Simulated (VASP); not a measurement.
TePb, 4 atoms in the cell. The cell holds a slab with vacuum, 4 atoms: a = 4.644 Å, b = 4.644 Å, c = 19.284 Å, α = 90.00°, β = 90.00°, γ = 90.00°. 

| Quantity | Value |
| --- | --- |
| Program | VASP 6.6.1 |
| Task | single point |
| Functional | PBE |
| Potentials or basis | VASP PAW PBE potentials, release 64 (Pb_d, Te) |
| Cutoff | 520 eV |
| k mesh | 6 × 6 × 1 |
| Occupations | fermi-dirac, width 0.02 eV |
| Spin | no spin polarisation |
| Dipole correction | yes |
| Further INCAR settings | ALGO = Normal; EDIFF = 1e-06; NBANDS = 28 |

Potentials or basis: VASP PAW PBE potentials, release 64 (Pb_d, Te).

The run is started by

```console
$ cat potpaw_PBE.64/Pb_d/POTCAR potpaw_PBE.64/Te/POTCAR > POTCAR
$ mpirun -np 1 vasp_std > vasp.out
```

Hardware: 1 thread of Intel Xeon 8259CL, on a shared host.

Task: Estimate the wall time of this run.

Result: Run time: 3.9 min on 1 thread of Intel Xeon 8259CL (shared host), peak memory 0.48 GiB. Counts: scf iterations 22, k points 10.
